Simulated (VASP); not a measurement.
# CuO (Cccm) in VASP: further runs

CuO is run at these levels: LDA; tasks: single point.

Everything below comes from runs of VASP 6.6.1. Logs are shortened: lines on timing, memory, paths and dates and some standing lists are left out, and cuts for length are marked.

## Step 1: The cell of the first run

It takes space group Cccm (No. 66, orthorhombic). The conventional cell has a = 3.928 Å, b = 4.249 Å, c = 5.086 Å, α = 90.00°, β = 90.00°, γ = 90.00°. Cu (site symmetry 2/m) has 4 O at 1.93 Å within 2.6 Å. O (site symmetry 222) has 4 Cu at 1.93 Å and 2 O at 2.54 Å within 2.6 Å.

## Step 2: Single point, LDA

INCAR

```
SYSTEM = CuO
ALGO = Normal
EDIFF = 1E-6
ENCUT = 520
GGA = CA
ISIF = 2
ISMEAR = -1
LASPH = .True.
LCHARG = .False.
LREAL = .False.
LWAVE = .False.
NBANDS = 25
NELM = 80
PREC = Accurate
SIGMA = 0.05
```

KPOINTS

```
k-points
0
Gamma
  9 9 5
  0 0 0
```

POSCAR

```
CuO
1.0
    1.9640597285     -2.1244444051      0.0000000000
    1.9640597285      2.1244444051      0.0000000000
    0.0000000000      0.0000000000      5.0862447552
Cu O
2 2
Direct
    0.5000000000      0.0000000000      0.0000000000
    0.0000000000      0.5000000000      0.5000000000
    0.5000000000      0.5000000000      0.2500000000
    0.5000000000      0.5000000000      0.7500000000
```

Potentials or basis: VASP PAW LDA potentials, release 64 (Cu, O).

Run with:

```console
$ cat potpaw_LDA.64/Cu/POTCAR potpaw_LDA.64/O/POTCAR > POTCAR
$ mpirun -np 1 vasp_std > vasp.out
```

OUTCAR:

```text
SYSTEM = CuO
   EDIFF = 1E-6
   ENCUT = 520
   GGA = CA
   ISIF = 2
   ISMEAR = -1
   LASPH = .True.
   LREAL = .False.
   NELM = 80
   PREC = Accurate

 ion  position               nearest neighbor table
   1  0.500  0.000  0.000-   3 1.93   4 1.93   3 1.93   4 1.93
   2  0.000  0.500  0.500-   3 1.93   4 1.93   3 1.93   4 1.93
   3  0.500  0.500  0.250-   1 1.93   2 1.93   1 1.93   2 1.93
   4  0.500  0.500  0.750-   1 1.93   2 1.93   1 1.93   2 1.93

  LATTYP: Found a base centered orthorhombic cell.
 ALAT       =     3.9281194570
 B/A-ratio  =     1.0816597756
 C/A-ratio  =     1.2948294498

  Lattice vectors:

 A1 = (   1.9640597285,  -2.1244444051,   0.0000000000)
 A2 = (   1.9640597285,   2.1244444051,   0.0000000000)
 A3 = (   0.0000000000,   0.0000000000,   5.0862447552)

Analysis of symmetry for initial positions (statically):
=====================================================================
 Subroutine PRICEL returns:
 Original cell was already a primitive cell.

 Routine SETGRP: Setting up the symmetry group for a
 base centered orthorhombic supercell.

 Subroutine GETGRP returns: Found  8 space group operations
 (whereof  4 operations were pure point group operations)
 out of a pool of  8 trial point group operations.

The static configuration has the point symmetry C_2h.
 The point group associated with its full space group is D_2h.

Analysis of symmetry for dynamics (positions and initial velocities):
=====================================================================
 Subroutine PRICEL returns:
 Original cell was already a primitive cell.

 Routine SETGRP: Setting up the symmetry group for a
 base centered orthorhombic supercell.

 Subroutine GETGRP returns: Found  8 space group operations
 (whereof  4 operations were pure point group operations)
 out of a pool of  8 trial point group operations.

The dynamic configuration has the point symmetry C_2h.
 The point group associated with its full space group is D_2h.

 Subroutine INISYM returns: Found  8 space group operations
 (whereof  4 operations are pure point group operations),
 and found     1 'primitive' translations

----------------------------------------------------------------------------------------

                                     Primitive cell

  volume of cell :      42.4451

  direct lattice vectors                    reciprocal lattice vectors
     1.964059729 -2.124444405  0.000000000     0.254574743 -0.235355653  0.000000000
     1.964059729  2.124444405  0.000000000     0.254574743  0.235355653  0.000000000
     0.000000000  0.000000000  5.086244755     0.000000000  0.000000000  0.196608706

  length of vectors
     2.893232560  2.893232560  5.086244755     0.346699557  0.346699557  0.196608706

  position of ions in fractional coordinates (direct lattice)
     0.500000000  0.000000000  0.000000000
     0.000000000  0.500000000  0.500000000
     0.500000000  0.500000000  0.250000000
     0.500000000  0.500000000  0.750000000

  ion indices of the primitive-cell ions
   primitive index   ion index
                 1           1
                 2           2
                 3           3
                 4           4

----------------------------------------------------------------------------------------

 KPOINTS: k-points

Automatic generation of k-mesh.
 Grid dimensions read from file:
 generate k-points for:    9    9    5

 Generating k-lattice:

  Cartesian coordinates                     Fractional coordinates (reciprocal lattice)
     0.028286083 -0.026150628  0.000000000     0.111111111  0.000000000  0.000000000
     0.028286083  0.026150628  0.000000000     0.000000000  0.111111111  0.000000000
     0.000000000  0.000000000  0.039321741     0.000000000  0.000000000  0.200000000

  Length of vectors
     0.038522173  0.038522173  0.039321741

  Shift w.r.t. Gamma in fractional coordinates (k-lattice)
     0.000000000  0.000000000  0.000000000

 Subroutine IBZKPT returns following result:
 ===========================================

 Found     75 irreducible k-points:

 Following reciprocal coordinates:
            Coordinates               Weight
  0.000000  0.000000  0.000000      1.000000
  0.111111  0.000000  0.000000      4.000000
  0.222222  0.000000  0.000000      4.000000
  0.333333 -0.000000  0.000000      4.000000
  0.444444  0.000000  0.000000      4.000000
  0.111111  0.111111  0.000000      2.000000
[... 16 lines left out ...]
 -0.333333  0.333333  0.000000      2.000000
  0.444444  0.444444  0.000000      2.000000
 [... further k-points ...]
   k-points           NKPTS =     75   k-points in BZ     NKDIM =     75   number of bands    NBANDS=     25
   number of dos      NEDOS =    301   number of ions     NIONS =      4
   total plane-waves  NPLWV =  23040
   dimension x,y,z NGX =    24 NGY =   24 NGZ =   40
   dimension x,y,z NGXF=    48 NGYF=   48 NGZF=   80
   ions per type =               2   2
   NGX,Y,Z   is equivalent  to a cutoff of  13.79, 13.79, 13.07 a.u.
   NGXF,Y,Z  is equivalent  to a cutoff of  27.58, 27.58, 26.15 a.u.
 SYSTEM =  CuO
   PREC   = accura    normal or accurate (medium, high low for compatibility)
   ISTART =      0    job   : 0-new  1-cont  2-samecut
   ICHARG =      2    charge: 1-file 2-atom 10-const
   ISPIN  =      1    spin polarized calculation?
   LNONCOLLINEAR =      F non collinear calculations
   LSORBIT =      F    spin-orbit coupling
   LASPH  =      T    aspherical Exc in radial PAW
   ENCUT  =  520.0 eV  38.22 Ry    6.18 a.u.   5.38  5.38  9.46*2*pi/ulx,y,z
   NELM   =     80;   NELMIN=  2; NELMDL= -5     # of ELM steps
   EDIFF  = 0.1E-05   stopping-criterion for ELM
   LREAL  =      F    real-space projection
   EDIFFG = 0.1E-04   stopping-criterion for IOM
   NSW    =      0    number of steps for IOM
   IBRION =     -1    ionic relax: 0-MD 1-quasi-New 2-CG
   NFREE  =      0    steps in history (QN), initial steepest desc. (CG)
   ISIF   =      2    stress and relaxation
   ISYM   =      2    0-nonsym 1-usesym 2-fastsym
   POTIM  = 0.5000    time-step for ionic-motion
   TEBEG  =    0.0;   TEEND  =   0.0 temperature during run
   PSTRESS=    0.0 pullay stress
   NELECT =      34.0000    total number of electrons
   NUPDOWN=      -1.0000    fix difference up-down
   EMIN   =  10.00;   EMAX   =-10.00  energy-range for DOS
   EFERMI =   0.00;   METHOD = LEGACY
   ISMEAR =    -1;   SIGMA  =   0.05  broadening in eV -4-tet -1-fermi 0-gaus
   EFERMI_NEDOS =   21; number of points for ismear=-14 and -15
   IALGO  =     38    algorithm
   IMIX   =      4    mixing-type and parameters
     AMIX     =   0.40;   BMIX     =  1.00
     AMIX_MAG =   1.60;   BMIX_MAG =  1.00
  volume/ion in A,a.u.               =      10.61        71.61
  Fermi-wavevector in a.u.,A,eV,Ry     =   1.520403  2.873145 31.451569  2.311625
  Thomas-Fermi vector in A             =   2.629258
   LORBIT       =      0    0 simple, 1 ext, 2 COOP (PROOUT), +10 PAW based schemes
   GGA     = CA    functional components
   LHFCALC =     F    Hartree Fock is set to
   AEXX    =    0.0000 exact exchange contribution
   IVDW    =     0    specifies the selected vdW correction
   LEPSILON=     F    determine dielectric tensor
   LRPA    =     F    only Hartree local field effects (RPA)
 non-spin polarized calculation
  energy-cutoff  :      520.00
  volume of cell :       42.45
 maximum number of plane-waves:      1162
 NGX is ok and might be reduce to    24
   NGX = 11   NGY = 11   NGZ = 19

 number of electron      33.9999965 magnetization

 Free energy of the ion-electron system (eV)
  ---------------------------------------------------
  ext. energy  EPLUGINS =         0.00000000
  ---------------------------------------------------
  free energy    TOTEN  =       -23.30873737 eV

  energy without entropy =      -23.28969199  energy(sigma->0) =      -23.29921468

 E-fermi :   5.0750     XC(G=0): -12.0900

 val. band max:        5.0411102150   @ k =   0.1111   0.1111   0.4000
 cond. band min:       5.0799432166   @ k =   0.2222   0.1111   0.0000
 fundamental gap:      0.0388330016
 Fermi energy:         5.0750258076

 k-point     1 :       0.0000    0.0000    0.0000
  band No.  band energies     occupation
      1     -14.7578      2.00000
      2     -13.2775      2.00000
      3      -3.4615      2.00000
      4      -0.7208      2.00000
      5      -0.5503      2.00000
      6       1.1273      2.00000
[... 17 lines left out ...]
     24      19.8033      0.00000
     25      19.9751      0.00000

 k-point     2 :       0.1111    0.0000    0.0000
  band No.  band energies     occupation
      1     -14.6840      2.00000
      2     -13.2558      2.00000
      3      -3.3421      2.00000
      4      -0.7469      2.00000
      5      -0.5570      2.00000
      6       0.4717      2.00000
[... 17 lines left out ...]
     24      19.9792      0.00000
     25      20.0381      0.00000

 k-point     3 :       0.2222    0.0000    0.0000
  band No.  band energies     occupation
      1     -14.4898      2.00000
      2     -13.2007      2.00000
      3      -3.0243      2.00000
      4      -0.8350      2.00000
      5      -0.6771      2.00000
      6      -0.5030      2.00000
[... 17 lines left out ...]
     24      19.8870      0.00000
     25      20.3444      0.00000

 k-point     4 :       0.3333   -0.0000    0.0000
  band No.  band energies     occupation
      1     -14.2537      2.00000
      2     -13.1366      2.00000
      3      -2.6317      2.00000
      4      -1.7021      2.00000
      5      -0.8726      2.00000
      6      -0.4125      2.00000
[... 17 lines left out ...]
     24      19.0290      0.00000
     25      20.1100      0.00000

 k-point     5 :       0.4444    0.0000    0.0000
  band No.  band energies     occupation
      1     -14.0894      2.00000
      2     -13.0943      2.00000
      3      -2.3721      2.00000
      4      -2.2797      2.00000
      5      -0.8238      2.00000
      6      -0.3482      2.00000
[... 17 lines left out ...]
     24      17.6817      0.00000
     25      19.8656      0.00000

 k-point     6 :       0.1111    0.1111    0.0000
  band No.  band energies     occupation
      1     -14.6057      2.00000
      2     -13.2320      2.00000
      3      -3.2158      2.00000
      4      -0.7831      2.00000
      5      -0.5741      2.00000
      6       0.2647      2.00000
[... 17 lines left out ...]
     24      19.2202      0.00000
     25      20.0102      0.00000
[... 393 lines left out ...]
 k-point    21 :       0.4444    0.3333    0.0000
  band No.  band energies     occupation
      1     -13.6387      2.00000
      2     -12.9981      2.00000
      3      -1.9781      2.00000
      4      -1.4167      2.00000
      5      -1.3134      2.00000
      6      -0.6502      2.00000
[... 17 lines left out ...]
     24      16.8273      0.00000
     25      18.4381      0.00000

 k-point    22 :      -0.4444    0.3333    0.0000
  band No.  band energies     occupation
      1     -13.6490      2.00000
      2     -13.0030      2.00000
      3      -1.9725      2.00000
      4      -1.4244      2.00000
      5      -1.2631      2.00000
      6      -0.5688      2.00000
[... 17 lines left out ...]
     24      17.2223      0.00000
     25      18.0012      0.00000

 k-point    23 :      -0.3333    0.3333    0.0000
  band No.  band energies     occupation
      1     -13.8055      2.00000
      2     -13.0377      2.00000
      3      -1.7542      2.00000
      4      -1.5491      2.00000
      5      -1.1769      2.00000
      6      -0.6263      2.00000
[... 17 lines left out ...]
     24      17.6415      0.00000
     25      18.4446      0.00000

 k-point    24 :       0.4444    0.4444    0.0000
  band No.  band energies     occupation
      1     -13.4979      2.00000
      2     -12.9720      2.00000
      3      -2.0147      2.00000
      4      -1.6927      2.00000
      5      -1.0516      2.00000
      6      -0.5136      2.00000
[... 17 lines left out ...]
     24      16.7896      0.00000
     25      16.8458      0.00000

 [... further k-points ...]

------------------------ aborting loop because EDIFF is reached ----------------------------------------

  FORCE on cell =-STRESS in cart. coord.  units (eV):
  Direction    XX          YY          ZZ          XY          YZ          ZX
  --------------------------------------------------------------------------------------
  -------------------------------------------------------------------------------------
  Total       -1.0480530     -1.4643916     -1.5767640      0.0000000      0.0000000      0.0000000
  in kB      -39.5609305    -55.2764946    -59.5182225      0.0000000      0.0000000      0.0000000
  external PRESSURE =     -51.4518825 kB  Pullay stress =       0.0000000 kB

 VOLUME and BASIS-vectors are now :
 -----------------------------------------------------------------------------
  energy-cutoff  :      520.00
  volume of cell :       42.45
      direct lattice vectors                 reciprocal lattice vectors
     1.964059729 -2.124444405  0.000000000     0.254574743 -0.235355653  0.000000000
     1.964059729  2.124444405  0.000000000     0.254574743  0.235355653  0.000000000
     0.000000000  0.000000000  5.086244755     0.000000000  0.000000000  0.196608706

 POSITION                                       TOTAL-FORCE (eV/Angst)
 -----------------------------------------------------------------------------------
      0.98203     -1.06222      0.00000         0.000000      0.000000      0.000000
      0.98203      1.06222      2.54312        -0.000000      0.000000      0.000000
      1.96406      0.00000      1.27156        -0.000000     -0.000000      0.000000
      1.96406      0.00000      3.81468        -0.000000      0.000000     -0.000000
 -----------------------------------------------------------------------------------
    total drift:                                0.000000     -0.000000     -0.000000

  FREE ENERGIE OF THE ION-ELECTRON SYSTEM (eV)
  ---------------------------------------------------
  free  energy   TOTEN  =       -23.3087373748 eV

  energy  without entropy=      -23.2896919887  energy(sigma->0) =      -23.29921468
```

It took 80 s on 1 thread of Intel Xeon Platinum 8259CL at 2.50GHz (Skylake/Cascade Lake), shared host; peak memory 0.18 GiB.

Results:

| Item | Value |
| --- | --- |
| Free energy | -23.3087 eV |
| Pressure | -5.1 GPa |
| Band gap on the k mesh | zero (band 17 reaches 5.70 eV, above the bottom of band 18 at 4.80 eV) |

Stress tensor (GPa, compression positive):
```
-3.96  0.00  0.00
 0.00 -5.53  0.00
 0.00  0.00 -5.95
```

Caveat: semilocal functionals often make such compounds metallic where correlation or magnetic order opens a gap, which also shifts bond lengths.

[end of part 1 of 2]
